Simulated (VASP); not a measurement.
TaN, 2 atoms in the cell. Symmetry: P-6m2, No. 187, hexagonal system. The conventional cell has a = 2.936 Å, b = 2.936 Å, c = 2.885 Å, α = 90.00°, β = 90.00°, γ = 120.00°. Within 3.0 Å of Ta (site symmetry -6m2) lie 6 N at 2.23 Å and 8 Ta at 2.88 to 2.94 Å. Within 3.0 Å of N (site symmetry -6m2) lie 6 Ta at 2.23 Å and 8 N at 2.88 to 2.94 Å. 

* Program: VASP 6.6.1
* Task: single point
* Functional: r2SCAN
* Potentials or basis: VASP PAW PBE potentials, release 64 (Ta_pv, N)
* Cutoff: 520 eV
* k mesh: 18 × 18 × 14
* Occupations: gaussian, width 0.1 eV
* Spin: no spin polarisation
* Dipole correction: no
* Further INCAR settings: ALGO = Normal; EDIFF = 1e-06; NBANDS = 15

Potentials or basis: VASP PAW PBE potentials, release 64 (Ta_pv, N).

Run with:

```console
$ cat potpaw_PBE.64/Ta_pv/POTCAR potpaw_PBE.64/N/POTCAR > POTCAR
$ cp INCAR.step1 INCAR
$ mpirun -np 1 vasp_std > vasp.out
$ cp INCAR.step2 INCAR
$ mpirun -np 1 vasp_std > vasp.out
```

Hardware: 1 thread of Intel(R) Xeon(R) Platinum 8375C CPU @ 2.90GHz (Ice Lake) (shared host).

Question: How long does it take, and how much memory?

Answer: It took 3 min on 1 thread of Intel(R) Xeon(R) Platinum 8375C CPU @ 2.90GHz (Ice Lake), on a shared host, peak memory 0.22 GiB. Counts: k points 296.
